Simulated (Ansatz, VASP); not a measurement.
## HfC5 in VASP and in Ansatz

```
CELL_PARAMETERS angstrom
3.35339 0.00000 0.00000
0.00000 3.35339 0.00000
0.00000 0.00000 7.28056
ATOMIC_POSITIONS crystal
Hf 0.50000 0.50000 0.00000
C 0.30077 0.00000 0.50000
C 0.69923 0.00000 0.50000
C 0.00000 0.69923 0.50000
C 0.00000 0.30077 0.50000
C 0.00000 0.00000 0.00000
```

Alike in both runs: functional PBE; k mesh 10 × 10 × 6; occupations gaussian, width 0.1 eV; no spin polarisation.

Ansatz relaxed the structure, and its values are those at the end. VASP's run is a single point on that final structure, the one shown.

|  | VASP | Ansatz |
| --- | --- | --- |
| version | VASP 6.6.1 | Ansatz 0.2.0 |
| potentials or method | VASP PAW PBE potentials, release 64 (Hf_pv, C), cutoff 520 eV | scalar-relativistic, plane waves, PAW |
| valence electrons in the cell | 30 | 46 |

```tsv
	VASP	Ansatz	Ansatz less VASP
gap on the k mesh at the Fermi level (eV)	none	none	-
pressure (GPa)	-0.1	0.0	+0.08
rms of the force components (eV/Å)	0.025	0.000	-0.0251
```

A gap of «none» marks a metal or a gap that the smearing closes. VASP's potentials hold 30 valence electrons a cell and Ansatz's 46, so a difference there can come from the potentials and not from the codes.

Spin-orbit coupling is off throughout.
